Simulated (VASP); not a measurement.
Set up this calculation in VASP 6.6.1, as the native input.

```
Task                   : single point
Functional             : PBE
Potentials or basis    : VASP PAW PBE potentials, release 64 (Sb)
Cutoff                 : 520 eV
k mesh                 : 13 × 13 × 13
Occupations            : fermi-dirac, width 0.05 eV
Spin                   : no spin polarisation
Dipole correction      : no
Further INCAR settings : ALGO = Normal; EDIFF = 1e-06; NBANDS = 8
```

The structure of Sb lies in POSCAR:

```
Sb
1.0
    3.1704984160      0.0000000000      0.0000000000
    0.0000000000      3.1704984160      0.0000000000
    0.0000000000      0.0000000000      3.1704984160
Sb
1
Direct
    0.0000000000      0.0000000000      0.0000000000
```

This cell differs from its parent crystal: volume scaled by 1.01.

These files were run (other wordings do the same):

INCAR

```
SYSTEM = Sb
ALGO = Normal
EDIFF = 1E-6
ENCUT = 520
GGA = PE
ISIF = 2
ISMEAR = -1
LASPH = .TRUE.
LCHARG = .FALSE.
LREAL = .FALSE.
LWAVE = .FALSE.
NBANDS = 8
NELM = 60
PREC = Accurate
SIGMA = 0.05
```

KPOINTS

```
k-points
0
G
  13 13 13
  0 0 0
```

Potentials or basis: VASP PAW PBE potentials, release 64 (Sb).

The run is started by

```sh
$ cat potpaw_PBE.64/Sb/POTCAR > POTCAR
$ mpirun -np 1 vasp_std > vasp.out
```

It gave:

```
Pressure : -3.0 GPa
```

It took 5.1 s on 1 thread of Intel(R) Xeon(R) Platinum 8488C (Sapphire Rapids), on a shared host, peak memory 0.15 GiB.
